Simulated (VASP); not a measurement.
# Se (Im-3m) in VASP: further runs

The runs below take Se through single point, with LDA.

Program: VASP 6.6.1. These are calculated values, not measurements. Logs are shortened: lines on timing, memory, paths and dates and some standing lists are left out, and cuts for length are marked.

## Step 1: The cell of the first run

It takes space group Im-3m (No. 229, cubic). Conventional cell: a = 2.477 Å, b = 2.477 Å, c = 2.477 Å, α = 90.00°, β = 90.00°, γ = 90.00°. Se (site symmetry m-3m) has 14 Se at 2.15 to 2.48 Å within 2.8 Å.

This isn't the form of Se at room conditions, which is trigonal, of chains.

## Step 2: Single point, LDA

The input, INCAR:

```
SYSTEM = Se
PREC = Accurate ; ENCUT = 500
EDIFF = 1E-6 ; ISMEAR = -1
SIGMA = 0.05 ; LREAL = .FALSE.
LASPH = .TRUE. ; NELM = 120
ALGO = Normal ; ISIF = 2
LWAVE = .FALSE. ; LCHARG = .FALSE.
GGA = CA ; NBANDS = 9
GGA_COMPAT = .FALSE.
```

The input, KPOINTS:

```
Automatic mesh
0
G
  15 15 15
  0 0 0
```

The input, POSCAR:

```
Se
1.0
   -1.2385989006      1.2385989006      1.2385989006
    1.2385989006     -1.2385989006      1.2385989006
    1.2385989006      1.2385989006     -1.2385989006
Se
1
Direct
    0.0000000000      0.0000000000      0.0000000000
```

Potentials or basis: VASP PAW LDA potentials, release 64 (Se).

The run is started by

```
cat potpaw_LDA.64/Se/POTCAR > POTCAR
mpirun -np 1 vasp_std > vasp.out
```

OUTCAR:

```text
SYSTEM = Se
   PREC = Accurate
   ENCUT = 500
   EDIFF = 1E-6
   ISMEAR = -1
   LREAL = .FALSE.
   LASPH = .TRUE.
   NELM = 120
   ISIF = 2
   GGA = CA

 ion  position               nearest neighbor table
   1  0.000  0.000  0.000-

  LATTYP: Found a body centered cubic cell.
 ALAT       =     2.4771978012

  Lattice vectors:

 A1 = (  -1.2385989006,   1.2385989006,   1.2385989006)
 A2 = (   1.2385989006,  -1.2385989006,   1.2385989006)
 A3 = (   1.2385989006,   1.2385989006,  -1.2385989006)

Analysis of symmetry for initial positions (statically):
=====================================================================
 Subroutine PRICEL returns:
 Original cell was already a primitive cell.

 Routine SETGRP: Setting up the symmetry group for a
 body centered cubic supercell.

 Subroutine GETGRP returns: Found 48 space group operations
 (whereof 48 operations were pure point group operations)
 out of a pool of 48 trial point group operations.

The static configuration has the point symmetry O_h .

Analysis of symmetry for dynamics (positions and initial velocities):
=====================================================================
 Subroutine PRICEL returns:
 Original cell was already a primitive cell.

 Routine SETGRP: Setting up the symmetry group for a
 body centered cubic supercell.

 Subroutine GETGRP returns: Found 48 space group operations
 (whereof 48 operations were pure point group operations)
 out of a pool of 48 trial point group operations.

The dynamic configuration has the point symmetry O_h .

 Subroutine INISYM returns: Found 48 space group operations
 (whereof 48 operations are pure point group operations),
 and found     1 'primitive' translations

----------------------------------------------------------------------------------------

                                     Primitive cell

  volume of cell :       7.6007

  direct lattice vectors                    reciprocal lattice vectors
    -1.238598901  1.238598901  1.238598901     0.000000000  0.403681934  0.403681934
     1.238598901 -1.238598901  1.238598901     0.403681934  0.000000000  0.403681934
     1.238598901  1.238598901 -1.238598901     0.403681934  0.403681934  0.000000000

  length of vectors
     2.145316226  2.145316226  2.145316226     0.570892466  0.570892466  0.570892466

  position of ions in fractional coordinates (direct lattice)
     0.000000000  0.000000000  0.000000000

  ion indices of the primitive-cell ions
   primitive index   ion index
                 1           1

----------------------------------------------------------------------------------------

 KPOINTS: Automatic mesh

Automatic generation of k-mesh.
 Grid dimensions read from file:
 generate k-points for:   15   15   15

 Generating k-lattice:

  Cartesian coordinates                     Fractional coordinates (reciprocal lattice)
     0.000000000  0.026912129  0.026912129     0.066666667  0.000000000  0.000000000
     0.026912129  0.000000000  0.026912129     0.000000000  0.066666667  0.000000000
     0.026912129  0.026912129  0.000000000     0.000000000  0.000000000  0.066666667

  Length of vectors
     0.038059498  0.038059498  0.038059498

  Shift w.r.t. Gamma in fractional coordinates (k-lattice)
     0.000000000  0.000000000  0.000000000

 Subroutine IBZKPT returns following result:
 ===========================================

 Found    120 irreducible k-points:

 Following reciprocal coordinates:
            Coordinates               Weight
  0.000000  0.000000  0.000000      1.000000
  0.066667  0.000000  0.000000     12.000000
  0.133333  0.000000  0.000000     12.000000
  0.200000  0.000000  0.000000     12.000000
  0.266667  0.000000  0.000000     12.000000
  0.333333  0.000000  0.000000     12.000000
[... 16 lines left out ...]
  0.333333  0.200000  0.000000     48.000000
  0.400000  0.200000  0.000000     24.000000
 [... further k-points ...]
   k-points           NKPTS =    120   k-points in BZ     NKDIM =    120   number of bands    NBANDS=      9
   number of dos      NEDOS =    301   number of ions     NIONS =      1
   total plane-waves  NPLWV =   4096
   dimension x,y,z NGX =    16 NGY =   16 NGZ =   16
   dimension x,y,z NGXF=    32 NGYF=   32 NGZF=   32
   ions per type =               1
   NGX,Y,Z   is equivalent  to a cutoff of  12.40, 12.40, 12.40 a.u.
   NGXF,Y,Z  is equivalent  to a cutoff of  24.80, 24.80, 24.80 a.u.
 SYSTEM =  Se
   PREC   = accura    normal or accurate (medium, high low for compatibility)
   ISTART =      0    job   : 0-new  1-cont  2-samecut
   ICHARG =      2    charge: 1-file 2-atom 10-const
   ISPIN  =      1    spin polarized calculation?
   LNONCOLLINEAR =      F non collinear calculations
   LSORBIT =      F    spin-orbit coupling
   LASPH  =      T    aspherical Exc in radial PAW
   ENCUT  =  500.0 eV  36.75 Ry    6.06 a.u.   3.91  3.91  3.91*2*pi/ulx,y,z
   NELM   =    120;   NELMIN=  2; NELMDL= -5     # of ELM steps
   EDIFF  = 0.1E-05   stopping-criterion for ELM
   LREAL  =      F    real-space projection
   EDIFFG = 0.1E-04   stopping-criterion for IOM
   NSW    =      0    number of steps for IOM
   IBRION =     -1    ionic relax: 0-MD 1-quasi-New 2-CG
   NFREE  =      0    steps in history (QN), initial steepest desc. (CG)
   ISIF   =      2    stress and relaxation
   ISYM   =      2    0-nonsym 1-usesym 2-fastsym
   POTIM  = 0.5000    time-step for ionic-motion
   TEBEG  =    0.0;   TEEND  =   0.0 temperature during run
   PSTRESS=    0.0 pullay stress
   NELECT =       6.0000    total number of electrons
   NUPDOWN=      -1.0000    fix difference up-down
   EMIN   =  10.00;   EMAX   =-10.00  energy-range for DOS
   EFERMI =   0.00;   METHOD = LEGACY
   ISMEAR =    -1;   SIGMA  =   0.05  broadening in eV -4-tet -1-fermi 0-gaus
   EFERMI_NEDOS =   21; number of points for ismear=-14 and -15
   IALGO  =     38    algorithm
   IMIX   =      4    mixing-type and parameters
     AMIX     =   0.40;   BMIX     =  1.00
     AMIX_MAG =   1.60;   BMIX_MAG =  1.00
  volume/ion in A,a.u.               =       7.60        51.29
  Fermi-wavevector in a.u.,A,eV,Ry     =   1.513008  2.859171 31.146365  2.289193
  Thomas-Fermi vector in A             =   2.622856
   LORBIT       =      0    0 simple, 1 ext, 2 COOP (PROOUT), +10 PAW based schemes
   GGA     = CA    functional components
   LHFCALC =     F    Hartree Fock is set to
   AEXX    =    0.0000 exact exchange contribution
   IVDW    =     0    specifies the selected vdW correction
   LEPSILON=     F    determine dielectric tensor
   LRPA    =     F    only Hartree local field effects (RPA)
 non-spin polarized calculation
  energy-cutoff  :      500.00
  volume of cell :        7.60
 maximum number of plane-waves:       204
   NGX =  7   NGY =  7   NGZ =  7

 number of electron       6.0000000 magnetization

 Free energy of the ion-electron system (eV)
  ---------------------------------------------------
  ext. energy  EPLUGINS =         0.00000000
  ---------------------------------------------------
  free energy    TOTEN  =         5.79077323 eV

  energy without entropy =        5.79431583  energy(sigma->0) =        5.79254453

 E-fermi :  24.8568     XC(G=0): -15.5836

 val. band max:       24.8216913076   @ k =   0.4000   0.0667   0.0000
 cond. band min:      24.8666962079   @ k =  -0.4667   0.4667   0.0667
 fundamental gap:      0.0450049003
 Fermi energy:        24.8568468211

 k-point     1 :       0.0000    0.0000    0.0000
  band No.  band energies     occupation
      1      -6.6671      2.00000
      2      37.6787      0.00000
      3      37.6787      0.00000
      4      37.6787      0.00000
      5      40.6987      0.00000
      6      40.6987      0.00000
      7      40.6987      0.00000
      8      43.3530      0.00000
      9      43.3530      0.00000

 k-point     2 :       0.0667    0.0000    0.0000
  band No.  band energies     occupation
      1      -6.4444      2.00000
      2      34.7957      0.00000
      3      35.8386      0.00000
      4      37.0895      0.00000
      5      39.0866      0.00000
      6      40.1757      0.00000
      7      42.3478      0.00000
      8      42.8362      0.00000
      9      42.8418      0.00000

 k-point     3 :       0.1333    0.0000    0.0000
  band No.  band energies     occupation
      1      -5.7755      2.00000
      2      29.9038      0.00000
      3      33.3213      0.00000
      4      35.5728      0.00000
      5      36.9877      0.00000
      6      38.7681      0.00000
      7      42.2702      0.00000
      8      44.0800      0.00000
      9      46.2538      0.00000

 k-point     4 :       0.2000    0.0000    0.0000
  band No.  band energies     occupation
      1      -4.6589      2.00000
      2      24.8889      0.68968
      3      31.0595      0.00000
      4      33.8159      0.00000
      5      35.1913      0.00000
      6      37.5370      0.00000
      7      43.1108      0.00000
      8      45.4966      0.00000
      9      50.0422      0.00000
[... 205 lines left out ...]
 k-point    22 :       0.2667    0.2000    0.0000
  band No.  band energies     occupation
      1       1.6145      2.00000
      2      14.8605      2.00000
      3      18.0761      2.00000
      4      27.2550      0.00000
      5      38.0979      0.00000
      6      40.7153      0.00000
      7      46.9637      0.00000
      8      51.4509      0.00000
      9      54.3821      0.00000

 k-point    23 :       0.3333    0.2000    0.0000
  band No.  band energies     occupation
      1       4.2979      2.00000
      2      10.9482      2.00000
      3      17.3981      2.00000
      4      26.6438      0.00000
      5      37.6118      0.00000
      6      42.7720      0.00000
      7      46.4479      0.00000
      8      49.8184      0.00000
      9      57.6593      0.00000

 k-point    24 :       0.4000    0.2000    0.0000
  band No.  band energies     occupation
      1       7.3104      2.00000
      2       7.5212      2.00000
      3      17.1728      2.00000
      4      26.4381      0.00000
      5      37.4464      0.00000
      6      44.2349      0.00000
      7      45.9063      0.00000
      8      48.4924      0.00000
      9      61.4901      0.00000

 [... further k-points ...]

------------------------ aborting loop because EDIFF is reached ----------------------------------------

  FORCE on cell =-STRESS in cart. coord.  units (eV):
  Direction    XX          YY          ZZ          XY          YZ          ZX
  --------------------------------------------------------------------------------------
  -------------------------------------------------------------------------------------
  Total       28.4219083     28.4219083     28.4219083      0.0000000      0.0000000     -0.0000000
  in kB     5991.1715304   5991.1715304   5991.1715304      0.0000000      0.0000000     -0.0000000
  external PRESSURE =    5991.1715304 kB  Pullay stress =       0.0000000 kB

 VOLUME and BASIS-vectors are now :
 -----------------------------------------------------------------------------
  energy-cutoff  :      500.00
  volume of cell :        7.60
      direct lattice vectors                 reciprocal lattice vectors
    -1.238598901  1.238598901  1.238598901     0.000000000  0.403681934  0.403681934
     1.238598901 -1.238598901  1.238598901     0.403681934  0.000000000  0.403681934
     1.238598901  1.238598901 -1.238598901     0.403681934  0.403681934  0.000000000

 POSITION                                       TOTAL-FORCE (eV/Angst)
 -----------------------------------------------------------------------------------
      0.00000      0.00000      0.00000         0.000000     -0.000000      0.000000
 -----------------------------------------------------------------------------------
    total drift:                               -0.000000     -0.000000      0.000000

  FREE ENERGIE OF THE ION-ELECTRON SYSTEM (eV)
  ---------------------------------------------------
  free  energy   TOTEN  =         5.7907732335 eV

  energy  without entropy=        5.7943158309  energy(sigma->0) =        5.79254453
```

Run time: 3.8 s. Hardware: 1 thread of Intel Xeon Platinum 8488C (Sapphire Rapids), shared host; peak memory 0.11 GiB.

What came out:

- Free energy: 5.7908 eV
- Pressure: 599.1 GPa
- Band gap on the k mesh: zero (bands 3 and 4 overlap by 22.96 eV)

Caveat: the cell stands under pressure.

## Step 3: Single point, LDA

This run uses another cell than the first one, of 11.40 Å³/atom.

The input, INCAR:

```
ALGO     = Normal         # electronic algorithm
EDIFF    = 1E-6           # SCF threshold, eV
ENCUT    = 500            # plane-wave cutoff, eV
GGA_COMPAT= False        
ISIF     = 2              # what is computed and relaxed
ISMEAR   = -1             # smearing method
LASPH    = True           # aspherical terms in the spheres
LCHARG   = False          # write CHGCAR
LREAL    = False          # projectors in reciprocal space
LWAVE    = False          # write WAVECAR
NBANDS   = 9              # bands
NELM     = 120            # most SCF steps
PREC     = Accurate       # precision mode
SIGMA    = 0.08           # smearing width, eV
```

The input, KPOINTS:

```
Automatic mesh
0
Gamma
  15 15 15
  0.5 0.5 0.5
```

The input, POSCAR:

```
Se
1.0
   -1.4178418023      1.4178418023      1.4178418023
    1.4178418023     -1.4178418023      1.4178418023
    1.4178418023      1.4178418023     -1.4178418023
Se
1
Direct
    0.0000000000      0.0000000000      0.0000000000
```

Potentials or basis: VASP PAW LDA potentials, release 64 (Se).

The run is started by

```
cat potpaw_LDA.64/Se/POTCAR > POTCAR
mpirun -np 1 vasp_std > vasp.out
```

It took 8.1 s on 1 thread of Intel Xeon Platinum 8488C (Sapphire Rapids), shared host; peak memory 0.12 GiB.

The run converged. Its results:

| Item | Value |
| --- | --- |
| Free energy | -1.5986 eV |
| Pressure | 143.1 GPa |
| Band gap on the k mesh | zero (bands 3 and 4 overlap by 14.22 eV) |

Levels at points of the mesh, in eV from the Fermi level:
```
           k point  band 1  band 2  band 3  band 4  band 5  band 6  band 7
(0.50, 0.50, 0.50)   -8.01   -6.14   -6.14   -6.14    0.63    0.63   29.95
```

Caveat: the cell stands under pressure.

## Step 4: Single point, LDA (13.30 Å³/atom)

This run uses another cell than the first one, of 13.30 Å³/atom.

The input, INCAR:

```
PREC = Accurate
ENCUT = 500
EDIFF = 1E-6
ISMEAR = -1
SIGMA = 0.08
LREAL = F
LASPH = T
NELM = 120
ALGO = Normal
ISIF = 2
LWAVE = F
LCHARG = F
GGA = CA
NBANDS = 9
GGA_COMPAT = F
```

The input, KPOINTS:

```
regular mesh
0
Gamma
  15 15 15
```

The input, POSCAR:

```
Se
1.0
   -1.4925997794      1.4925997794      1.4925997794
    1.4925997794     -1.4925997794      1.4925997794
    1.4925997794      1.4925997794     -1.4925997794
Se
1
Direct
    0.0000000000      0.0000000000      0.0000000000
```

The run is started by

```
cat potpaw_LDA.64/Se/POTCAR > POTCAR
mpirun -np 1 vasp_std > vasp.out
```

Run time: 10 s. Hardware: 1 thread of Intel Xeon Platinum 8488C (Sapphire Rapids), shared host; peak memory 0.12 GiB.

It converged, with:

```
Free energy            : -2.8049 eV
Pressure               : 70.4 GPa
Band gap on the k mesh : zero (bands 3 and 4 overlap by 11.13 eV)
```

Levels at points of the mesh, in eV from the Fermi level:
| k point | band 1 | band 2 | band 3 | band 4 | band 5 | band 6 | band 7 |
| --- | --- | --- | --- | --- | --- | --- | --- |
| (0.00, 0.00, 0.00) | -21.07 | 5.72 | 5.72 | 5.72 | 13.52 | 13.52 | 13.52 |

Caveat: the cell stands under pressure.

## Step 5: Single point, LDA (17.10 Å³/atom)

This run uses another cell than the first one, of 17.10 Å³/atom.

INCAR, as its differences from that of step 4:

```diff
@@ -11,4 +11,6 @@
 LWAVE = F
-LCHARG = F
+LCHARG = T
 GGA = CA
+LELF = T
+LVHAR = T
 NBANDS = 9
```

KPOINTS is that of step 4.

The input, POSCAR:

```
Se
1.0
   -1.6230237048      1.6230237048      1.6230237048
    1.6230237048     -1.6230237048      1.6230237048
    1.6230237048      1.6230237048     -1.6230237048
Se
1
Direct
    0.0000000000      0.0000000000      0.0000000000
```

Potentials or basis: VASP PAW LDA potentials, release 64 (Se).

The run is started by

```
cat potpaw_LDA.64/Se/POTCAR > POTCAR
mpirun -np 1 vasp_std > vasp.out
```

OUTCAR:

```text
PREC = Accurate
   ENCUT = 500
   EDIFF = 1E-6
   ISMEAR = -1
   LREAL = F
   LASPH = T
   NELM = 120
   ISIF = 2
   GGA = CA

 ion  position               nearest neighbor table
   1  0.000  0.000  0.000-

  LATTYP: Found a body centered cubic cell.
 ALAT       =     3.2460474096

  Lattice vectors:

 A1 = (  -1.6230237048,   1.6230237048,   1.6230237048)
 A2 = (   1.6230237048,  -1.6230237048,   1.6230237048)
 A3 = (   1.6230237048,   1.6230237048,  -1.6230237048)

[... 465 lines left out ...]
      9      31.2911      0.00000

 [... further k-points ...]

------------------------ aborting loop because EDIFF is reached ----------------------------------------

  FORCE on cell =-STRESS in cart. coord.  units (eV):
  Direction    XX          YY          ZZ          XY          YZ          ZX
  --------------------------------------------------------------------------------------
  -------------------------------------------------------------------------------------
  Total        1.2836961      1.2836961      1.2836961      0.0000000      0.0000000     -0.0000000
  in kB      120.2647104    120.2647104    120.2647104      0.0000000      0.0000000     -0.0000000
  external PRESSURE =     120.2647104 kB  Pullay stress =       0.0000000 kB

 VOLUME and BASIS-vectors are now :
 -----------------------------------------------------------------------------
  energy-cutoff  :      500.00
  volume of cell :       17.10
      direct lattice vectors                 reciprocal lattice vectors
    -1.623023705  1.623023705  1.623023705     0.000000000  0.308066973  0.308066973
     1.623023705 -1.623023705  1.623023705     0.308066973  0.000000000  0.308066973
     1.623023705  1.623023705 -1.623023705     0.308066973  0.308066973  0.000000000

 POSITION                                       TOTAL-FORCE (eV/Angst)
 -----------------------------------------------------------------------------------
      0.00000      0.00000      0.00000         0.000000      0.000000      0.000000
 -----------------------------------------------------------------------------------
    total drift:                                0.000000     -0.000000     -0.000000

  FREE ENERGIE OF THE ION-ELECTRON SYSTEM (eV)
  ---------------------------------------------------
  free  energy   TOTEN  =        -3.6519694698 eV

  energy  without entropy=       -3.6340169353  energy(sigma->0) =       -3.64299320
```

OSZICAR:

```text
N       E                     dE             d eps       ncg     rms          rms(c)
DAV:   1     0.778108110257E+01    0.77811E+01   -0.29265E+03  2216   0.559E+02
DAV:   2    -0.341001465860E+01   -0.11191E+02   -0.10722E+02  2974   0.763E+01
DAV:   3    -0.365380485573E+01   -0.24379E+00   -0.23879E+00  2617   0.955E+00
DAV:   4    -0.365422797947E+01   -0.42312E-03   -0.42310E-03  2881   0.411E-01
DAV:   5    -0.365422820958E+01   -0.23011E-06   -0.23073E-06  2567   0.985E-03    0.467E+00
DAV:   6    -0.365271010634E+01    0.15181E-02   -0.61370E-04  2503   0.137E-01    0.279E+00
DAV:   7    -0.365197543605E+01    0.73467E-03   -0.10914E-03  2301   0.188E-01    0.390E-02
DAV:   8    -0.365196922763E+01    0.62084E-05   -0.30568E-05  2389   0.345E-02    0.913E-03
DAV:   9    -0.365196946979E+01   -0.24216E-06   -0.93937E-07  2001   0.607E-03
   1 F= -.36519695E+01 E0= -.36429932E+01  d E =-.179525E-01
```

stdout:

```text
POSCAR found type information on POSCAR Se
 POSCAR found :  1 types and       1 ions
 scaLAPACK will be used
 LDA part: xc-table for (Slater(with rela. corr.)+CA(PZ))
 , standard interpolation
 POSCAR, INCAR and KPOINTS ok, starting setup
 FFT: planning ... GRIDC
 FFT: planning ... GRID_SOFT
 FFT: planning ... GRID
 WAVECAR not read
 entering main loop
```

Wall time 13 s (1 thread of Intel Xeon Platinum 8488C (Sapphire Rapids), shared host); peak memory 0.14 GiB.

What came out:

```yaml
Free_energy: -3.6520 eV
Pressure: 12.0 GPa
Band_gap_on_the_k_mesh: zero (bands 3 and 4 overlap by 7.78 eV)
```

Caveat: the cell stands under pressure.

## Step 6: Overview

```tsv
cell	k mesh	smearing	gap on the mesh (eV)	pressure (GPa)
a = 2.145 Å, angles 109.5°, 1 atom	15 × 15 × 15	fermi-dirac 0.05 eV	none	599.1
a = 2.456 Å, angles 109.5°, 1 atom	15 × 15 × 15, shifted	fermi-dirac 0.08 eV	none	143.1
a = 2.585 Å, angles 109.5°, 1 atom	15 × 15 × 15	fermi-dirac 0.08 eV	none	70.4
a = 2.811 Å, angles 109.5°, 1 atom	15 × 15 × 15	fermi-dirac 0.08 eV	none	12.0
```

Alike in all rows: task single point; level LDA; potentials or basis VASP PAW LDA potentials, release 64 (Se); no spin polarisation; cutoff (eV) 500.

Caveats: the cell stands under pressure.

Absolute energies hang on the potentials; compare differences alone.

The gap in the log of VASP goes by the Fermi energy; the results here count the filled bands.